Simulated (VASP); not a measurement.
HfBeC2N: single point with PBE

Crystal: HfBeC2N.

```
CELL_PARAMETERS angstrom
3.28690 0.00000 0.00000
0.00000 3.28690 0.00000
0.00000 0.00000 4.36047
ATOMIC_POSITIONS crystal
Hf 0.50000 0.50000 0.50000
Be 0.00000 0.00000 0.00000
C 0.50000 0.00000 0.00000
C 0.00000 0.50000 0.00000
N 0.00000 0.00000 0.50000
```

```yaml
Program: VASP 6.6.1
Task: single point
Functional: PBE
Potentials_or_basis: VASP PAW PBE potentials, release 64 (Hf_pv, Be, C, N)
Cutoff: 520 eV
k_mesh: 12 × 12 × 10
Occupations: gaussian, width 0.1 eV
Spin: no spin polarisation
Dipole_correction: no
Further_INCAR_settings: ALGO = Fast; EDIFF = 1e-06; NBANDS = 20
```

* Pressure: -1.3 GPa
* Band gap on the k mesh: zero (an odd number of electrons rules out a gap without spin polarisation)

Stress tensor (GPa, compression positive):
```
-1.42  0.00  0.00
 0.00 -1.42  0.00
 0.00  0.00 -1.01
```

Levels at points of the mesh, in eV from the Fermi level:
```tsv
k point	band 11	band 12	band 13	band 14	band 15	band 16
(0.00, 0.00, 0.00)	-1.18	0.16	1.23	1.29	2.54	2.54
(0.50, 0.00, 0.00)	-1.68	-0.25	-0.08	-0.02	1.12	3.11
(0.50, 0.50, 0.00)	-3.17	-2.32	-2.32	4.07	4.86	5.15
(0.00, 0.00, 0.50)	-1.76	-1.67	-1.67	2.14	2.14	3.64
(0.50, 0.00, 0.50)	-1.55	-1.19	-1.05	0.19	0.81	4.05
(0.50, 0.50, 0.50)	-0.30	1.01	1.01	2.02	2.70	2.70
```

It took 3.6 min on 1 thread of Oxide Virtual Turin-like Processor (shared host), peak memory 0.26 GiB.

Caveat: spin-orbit coupling is left out, which moves the levels of the heavy elements; an odd number of electrons without spin polarisation forces a metal; a magnetic or distorted state may lie lower.
